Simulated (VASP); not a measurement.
Rh: single point with PBEsol

Rh:

```
Rh
1.0
     2.82285    0.00000    0.00000
    -1.41143    2.27459    0.00000
     0.00000    0.00000    8.40721
Rh
4
Cartesian
  0.0000 0.0000 0.0000
  0.0000 1.5164 2.1018
  0.0000 0.0000 4.2036
  1.4114 0.7582 6.3054
```

This cell differs from its parent crystal: strain +e along x and -e along y +0.0367, strain +e along z and -e/2 along x and y -0.0367.

- Program: VASP 6.6.1
- Task: single point
- Functional: PBEsol
- Potentials or basis: VASP PAW PBE potentials, release 64 (Rh_pv)
- Cutoff: 520 eV
- k mesh: 18 × 18 × 6
- Occupations: gaussian, width 0.15 eV
- Spin: no spin polarisation

```json
{
 "Pressure": "2.9 GPa",
 "Largest force": "0.240 eV/Å",
 "Band gap on the k mesh": "zero (bands 30 and 31 overlap by 2.16 eV)"
}
```

Forces in eV/Å, atoms in the order of the input:
```
Rh   0.000  0.000  0.000
Rh   0.000  0.240  0.000
Rh   0.000  0.000  0.000
Rh   0.000 -0.240  0.000
```

Stress tensor (GPa, compression positive):
```
-11.66   0.00   0.00
  0.00   6.08   0.00
  0.00   0.00  14.34
```

Levels at points of the mesh, in eV from the Fermi level:
```csv
k point,band 26,band 27,band 28,band 29,band 30,band 31,band 32,band 33,band 34,band 35
"(0.00, 0.00, 0.00)",-2.24,-2.19,-1.86,-1.43,-1.21,-1.01,-0.46,-0.14,0.44,0.66
"(0.50, 0.00, 0.00)",0.18,0.21,0.31,0.50,0.81,0.84,1.00,1.01,1.96,4.06
"(0.00, 0.50, 0.00)",0.47,0.54,0.62,0.70,0.86,0.93,0.96,1.48,2.67,4.69
"(0.00, 0.00, 0.50)",-2.62,-1.45,-1.45,-1.00,-1.00,-0.82,-0.82,-0.01,-0.01,0.22
"(0.50, 0.00, 0.50)",-1.11,-0.06,-0.06,0.26,0.26,0.60,0.60,2.66,2.66,4.02
"(0.00, 0.50, 0.50)",-0.89,-0.26,-0.26,0.52,0.52,0.83,0.83,3.15,3.15,4.68
```

Run time: 4.2 min on 1 thread of Intel(R) Xeon(R) 6975P-C (Granite Rapids) (shared host), peak memory 0.57 GiB.

Caveat: the cell differs from its parent crystal (strain +e along x and -e along y +0.0367, strain +e along z and -e/2 along x and y -0.0367); the stress differs along the axes, from -12 to 14 GPa; the PAW data sets were made with another functional, which shifts forces and pressure a little.
